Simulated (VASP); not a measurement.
# TiO2 (C2/c) in VASP: notebook

Runs on TiO2. Level: PBE. Tasks: relaxation of shape and atoms at fixed volume, single point.

Program: VASP 6.6.1. These are calculated values, not measurements. Logs are shortened: lines on timing, memory, paths and dates and some standing lists are left out, and cuts for length are marked.

**1. The cell of the first run**

The typed cell holds 6 atoms: a = 3.761 Å, b = 3.761 Å, c = 5.487 Å, α = 110.03°, β = 110.03°, γ = 90.00°.

**2. Relaxation of shape and atoms at fixed volume, PBE (11.32 Å³/atom)**

The input, INCAR:

```
SYSTEM = TiO2
PREC = Accurate
ENCUT = 600
EDIFF = 1E-6
ISMEAR = 0
SIGMA = 0.02
LREAL = .False.
LASPH = .True.
NELM = 60
ALGO = Normal
ISIF = 4
LWAVE = .False.
LCHARG = .False.
GGA = PE
IBRION = 2
NSW = 50
EDIFFG = -0.01
```

The input, KPOINTS:

```
regular mesh
0
Gamma
  8 8 6
  0 0 0
```

The input, POSCAR:

```
TiO2
1.0
    2.6590777971     -2.6591444190     -0.0193731584
    2.6590777971      2.6591444190     -0.0193731584
   -2.6221731946      0.0000000000      4.8198124396
Ti O
2 4
Direct
    0.1251059414      0.8748940586      0.2500000000
    0.8748940586      0.1251059414      0.7500000000
    0.3314172322      0.0816314284      0.6629499151
    0.6685827678      0.9183685716      0.3370500849
    0.9183685716      0.6685827678      0.8370500849
    0.0816314284      0.3314172322      0.1629499151
```

Potentials or basis: VASP PAW PBE potentials, release 64 (Ti_sv, O).

On the command line:

```bash
$ cat potpaw_PBE.64/Ti_sv/POTCAR potpaw_PBE.64/O/POTCAR > POTCAR
$ mpirun -np 1 vasp_std > vasp.out
```

OUTCAR:

```text
SYSTEM = TiO2
   PREC = Accurate
   ENCUT = 600
   EDIFF = 1E-6
   ISMEAR = 0
   LREAL = .False.
   LASPH = .True.
   NELM = 60
   ISIF = 4
   GGA = PE
   IBRION = 2
   NSW = 50
   EDIFFG = -0.01

 ion  position               nearest neighbor table
   1  0.125  0.875  0.250-   4 1.93   6 1.93   6 1.93   4 1.93   3 1.98   5 1.98
   2  0.875  0.125  0.750-   5 1.93   3 1.93   5 1.93   3 1.93   6 1.98   4 1.98
   3  0.331  0.082  0.663-   2 1.93   2 1.93   1 1.98
   4  0.669  0.918  0.337-   1 1.93   1 1.93   2 1.98
   5  0.918  0.669  0.837-   2 1.93   2 1.93   1 1.98
   6  0.082  0.331  0.163-   1 1.93   1 1.93   2 1.98

  LATTYP: Found a base centered monoclinic cell.
 ALAT       =     5.3182967387
 B/A-ratio  =     0.9999985144
 C/A-ratio  =     1.0317078486
 COS(beta)  =    -0.4842815488

  Lattice vectors:

 A1 = (   2.6590777971,  -2.6591444190,  -0.0193731584)
 A2 = (   2.6590777971,   2.6591444190,  -0.0193731584)
 A3 = (  -2.6221731946,   0.0000000000,   4.8198124396)

Analysis of symmetry for initial positions (statically):
=====================================================================
 Subroutine PRICEL returns:
 Original cell was already a primitive cell.

 Routine SETGRP: Setting up the symmetry group for a
 base centered monoclinic supercell.

 Subroutine GETGRP returns: Found  4 space group operations
 (whereof  2 operations were pure point group operations)
 out of a pool of  4 trial point group operations.

The static configuration has the point symmetry S_2 .
 The point group associated with its full space group is C_2h.

Analysis of symmetry for dynamics (positions and initial velocities):
=====================================================================
 Subroutine PRICEL returns:
 Original cell was already a primitive cell.

 Routine SETGRP: Setting up the symmetry group for a
 base centered monoclinic supercell.

 Subroutine GETGRP returns: Found  4 space group operations
 (whereof  2 operations were pure point group operations)
 out of a pool of  4 trial point group operations.

The dynamic configuration has the point symmetry S_2 .
 The point group associated with its full space group is C_2h.

 Subroutine INISYM returns: Found  4 space group operations
 (whereof  2 operations are pure point group operations),
 and found     1 'primitive' translations

----------------------------------------------------------------------------------------

                                     Primitive cell

  volume of cell :      67.8904

  direct lattice vectors                    reciprocal lattice vectors
     2.659077797 -2.659144419 -0.019373158     0.188783396 -0.188030404  0.102705814
     2.659077797  2.659144419 -0.019373158     0.188783396  0.188030404  0.102705814
    -2.622173195  0.000000000  4.819812440     0.001517624  0.000000000  0.208302602

  length of vectors
     3.760600895  3.760600895  5.486928486     0.285557503  0.285557503  0.208308130

  position of ions in fractional coordinates (direct lattice)
     0.125105941  0.874894059  0.250000000
     0.874894059  0.125105941  0.750000000
     0.331417232  0.081631428  0.662949915
     0.668582768  0.918368572  0.337050085
     0.918368572  0.668582768  0.837050085
     0.081631428  0.331417232  0.162949915

  ion indices of the primitive-cell ions
   primitive index   ion index
                 1           1
                 2           2
                 3           3
                 4           4
                 5           5
                 6           6

----------------------------------------------------------------------------------------

 KPOINTS: regular mesh

Automatic generation of k-mesh.
 Grid dimensions read from file:
 generate k-points for:    8    8    6

 Generating k-lattice:

  Cartesian coordinates                     Fractional coordinates (reciprocal lattice)
     0.023597924 -0.023503801  0.012838227     0.125000000 -0.000000000  0.000000000
     0.023597924  0.023503801  0.012838227    -0.000000000  0.125000000  0.000000000
     0.000252937  0.000000000  0.034717100    -0.000000000 -0.000000000  0.166666667

  Length of vectors
     0.035694688  0.035694688  0.034718022

  Shift w.r.t. Gamma in fractional coordinates (k-lattice)
     0.000000000  0.000000000  0.000000000

 Subroutine IBZKPT returns following result:
 ===========================================

 Found    114 irreducible k-points:

 Following reciprocal coordinates:
            Coordinates               Weight
  0.000000  0.000000  0.000000      1.000000
  0.125000  0.000000  0.000000      4.000000
  0.250000  0.000000  0.000000      4.000000
  0.375000 -0.000000  0.000000      4.000000
  0.500000  0.000000  0.000000      2.000000
  0.125000  0.125000  0.000000      2.000000
[... 16 lines left out ...]
  0.125000 -0.000000  0.166667      4.000000
  0.250000 -0.000000  0.166667      4.000000
 [... further k-points ...]
   k-points           NKPTS =    114   k-points in BZ     NKDIM =    114   number of bands    NBANDS=     28
   number of dos      NEDOS =    301   number of ions     NIONS =      6
   total plane-waves  NPLWV =  43200
   dimension x,y,z NGX =    30 NGY =   30 NGZ =   48
   dimension x,y,z NGXF=    60 NGYF=   60 NGZF=   96
   ions per type =               2   4
   NGX,Y,Z   is equivalent  to a cutoff of  13.26, 13.26, 14.54 a.u.
   NGXF,Y,Z  is equivalent  to a cutoff of  26.52, 26.52, 29.09 a.u.
 SYSTEM =  TiO2
   PREC   = accura    normal or accurate (medium, high low for compatibility)
   ISTART =      0    job   : 0-new  1-cont  2-samecut
   ICHARG =      2    charge: 1-file 2-atom 10-const
   ISPIN  =      1    spin polarized calculation?
   LNONCOLLINEAR =      F non collinear calculations
   LSORBIT =      F    spin-orbit coupling
   LASPH  =      T    aspherical Exc in radial PAW
   ENCUT  =  600.0 eV  44.10 Ry    6.64 a.u.   7.51  7.51 10.96*2*pi/ulx,y,z
   NELM   =     60;   NELMIN=  2; NELMDL= -5     # of ELM steps
   EDIFF  = 0.1E-05   stopping-criterion for ELM
   LREAL  =      F    real-space projection
   EDIFFG = -.1E-01   stopping-criterion for IOM
   NSW    =     50    number of steps for IOM
   IBRION =      2    ionic relax: 0-MD 1-quasi-New 2-CG
   NFREE  =      1    steps in history (QN), initial steepest desc. (CG)
   ISIF   =      4    stress and relaxation
   ISYM   =      2    0-nonsym 1-usesym 2-fastsym
   POTIM  = 0.5000    time-step for ionic-motion
   TEBEG  =    0.0;   TEEND  =   0.0 temperature during run
   PSTRESS=    0.0 pullay stress
   NELECT =      48.0000    total number of electrons
   NUPDOWN=      -1.0000    fix difference up-down
   EMIN   =  10.00;   EMAX   =-10.00  energy-range for DOS
   EFERMI =   0.00;   METHOD = LEGACY
   ISMEAR =     0;   SIGMA  =   0.02  broadening in eV -4-tet -1-fermi 0-gaus
   EFERMI_NEDOS =   21; number of points for ismear=-14 and -15
   IALGO  =     38    algorithm
   IMIX   =      4    mixing-type and parameters
     AMIX     =   0.40;   BMIX     =  1.00
     AMIX_MAG =   1.60;   BMIX_MAG =  1.00
  volume/ion in A,a.u.               =      11.32        76.36
  Fermi-wavevector in a.u.,A,eV,Ry     =   1.458431  2.756035 28.939868  2.127020
  Thomas-Fermi vector in A             =   2.575116
   LORBIT       =      0    0 simple, 1 ext, 2 COOP (PROOUT), +10 PAW based schemes
   GGA     = PE    functional components
   LHFCALC =     F    Hartree Fock is set to
   AEXX    =    0.0000 exact exchange contribution
   IVDW    =     0    specifies the selected vdW correction
   LEPSILON=     F    determine dielectric tensor
   LRPA    =     F    only Hartree local field effects (RPA)
 conjugate gradient relaxation of ions
 non-spin polarized calculation
 Gauss-broadening in eV      SIGMA  =   0.02
  energy-cutoff  :      600.00
  volume of cell :       67.89
 maximum number of plane-waves:      2308
   NGX = 15   NGY = 15   NGZ = 21

--------------------------------------- Ionic step        1  -------------------------------------------

 number of electron      48.0000016 magnetization

 Free energy of the ion-electron system (eV)
  ---------------------------------------------------
  ext. energy  EPLUGINS =         0.00000000
  ---------------------------------------------------
  free energy    TOTEN  =       -53.81899603 eV

  energy without entropy =      -53.81899603  energy(sigma->0) =      -53.81899603

------------------------ aborting loop because EDIFF is reached ----------------------------------------

  FORCE on cell =-STRESS in cart. coord.  units (eV):
  Direction    XX          YY          ZZ          XY          YZ          ZX
  --------------------------------------------------------------------------------------
  -------------------------------------------------------------------------------------
  Total        2.9997809      2.9999752      3.1710554      0.0000000      0.0000000     -0.0033159
  in kB       70.7932492     70.7978342     74.8352374      0.0000000      0.0000000     -0.0782523
  external PRESSURE =      72.1421069 kB  Pullay stress =       0.0000000 kB
[... 145 lines left out ...]
  energy  without entropy=      -53.8250867905  energy(sigma->0) =      -53.82508679

--------------------------------------- Ionic step        5  -------------------------------------------

 number of electron      48.0000024 magnetization

 Free energy of the ion-electron system (eV)
  ---------------------------------------------------
  ext. energy  EPLUGINS =         0.00000000
  ---------------------------------------------------
  free energy    TOTEN  =       -53.82805135 eV

  energy without entropy =      -53.82805135  energy(sigma->0) =      -53.82805135

 E-fermi :   3.5912     XC(G=0): -10.7597

 val. band max:        3.4198229037   @ k =   0.5000   0.5000   0.0000
 cond. band min:       5.5291085501   @ k =   0.0000   0.0000   0.0000
 fundamental gap:      2.1092856464
 Fermi energy:         3.5912490965

 k-point     1 :       0.0000    0.0000    0.0000
  band No.  band energies     occupation
      1     -52.9620      2.00000
      2     -52.9004      2.00000
      3     -29.4286      2.00000
      4     -29.1894      2.00000
      5     -29.1894      2.00000
      6     -29.1166      2.00000
[... 733 lines left out ...]
     27       6.7841      0.00000
     28       6.9772      0.00000

 [... further k-points ...]

------------------------ aborting loop because EDIFF is reached ----------------------------------------

  FORCE on cell =-STRESS in cart. coord.  units (eV):
  Direction    XX          YY          ZZ          XY          YZ          ZX
  --------------------------------------------------------------------------------------
  -------------------------------------------------------------------------------------
  Total        2.4896331      2.4890205      2.4973956      0.0000000      0.0000000      0.0038557
  in kB       58.7540300     58.7395727     58.9372208      0.0000000      0.0000000      0.0909925
  external PRESSURE =      58.8102745 kB  Pullay stress =       0.0000000 kB
[... 21 lines left out ...]
  FREE ENERGIE OF THE ION-ELECTRON SYSTEM (eV)
  ---------------------------------------------------
  free  energy   TOTEN  =       -53.8280513470 eV

  energy  without entropy=      -53.8280513470  energy(sigma->0) =      -53.82805135

 reached required accuracy - stopping structural energy minimisation
```

It took 21 min on 1 thread of Intel Xeon 8259CL, shared host; peak memory 0.36 GiB.

What came out:

| Item | Value |
| --- | --- |
| Free energy | -53.8281 eV |
| Energy gained by relaxing | 1.5 meV/atom |
| Ionic steps | 5 |
| Pressure after relaxing | 5.9 GPa |
| Largest force after relaxing | 0.009 eV/Å |
| Band gap on the k mesh | 2.11 eV (least direct gap 2.45 eV) |

Forces on the atoms (eV/Å):
```
Ti   0.000  0.001  0.000
Ti   0.000 -0.001  0.000
O    0.000 -0.001  0.009
O    0.000  0.001 -0.009
O    0.000 -0.001 -0.009
O    0.000  0.001  0.009
```

The path:
```tsv
step	energy change (eV)	largest force (eV/Å)	pressure (GPa)	volume (Å³)
1	0.0000	0.1860	7.21	67.89
2	-0.0035	0.0259	6.71	67.89
3	-0.0036	0.0196	6.69	67.89
4	-0.0061	0.0158	6.45	67.89
5	-0.0091	0.0095	5.88	67.89
```

Final structure:
```xyz
6
Lattice="2.6744 -2.6745 -0.0199 2.6744 2.6745 -0.0199 -2.6386 0.0000 4.7653" Properties=species:S:1:pos:R:3 pbc="T T T"
Ti    2.0148    2.0055    1.1715
Ti    0.6955   -2.0055    3.5541
O    -0.6444   -0.6682    3.1766
O     3.3546    0.6682    1.5489
O     2.0353   -0.6682    3.9316
O     0.6749    0.6682    0.7940
```

A k mesh can miss the band edges.

[end of part 1 of 2]
